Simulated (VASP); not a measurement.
# Al: single point with PBE

Crystal: Al.

```xyz
2
Lattice="0.0000 3.0423 3.0423 3.0423 0.0000 3.0423 3.0423 3.0423 0.0000" Properties=species:S:1:pos:R:3 pbc="T T T"
Al    0.0000    0.0000    0.0000
Al    1.5212    1.5212    1.5212
```

```json
{"Program": "VASP 6.6.1", "Task": "single point", "Functional": "PBE", "Potentials or basis": "VASP PAW PBE potentials, release 64 (Al)", "Cutoff": "500 eV", "k mesh": "11 × 11 × 11", "Occupations": "fermi-dirac, width 0.0612256 eV", "Spin": "no spin polarisation"}
```

```
Pressure               : -0.7 GPa
Band gap on the k mesh : zero (band 3 reaches 4.73 eV, above the bottom of band 4 at 1.67 eV)
```

Levels at points of the mesh, in eV from the Fermi level:
```
           k point  band 1  band 2  band 3  band 4  band 5  band 6  band 7  band 8
(0.00, 0.00, 0.00)   -7.77    2.07    2.07    2.07    3.92    3.92    3.92    4.98
```

Wall time 39 s on 1 thread of AMD EPYC 7R13, on a shared host, peak memory 0.14 GiB.
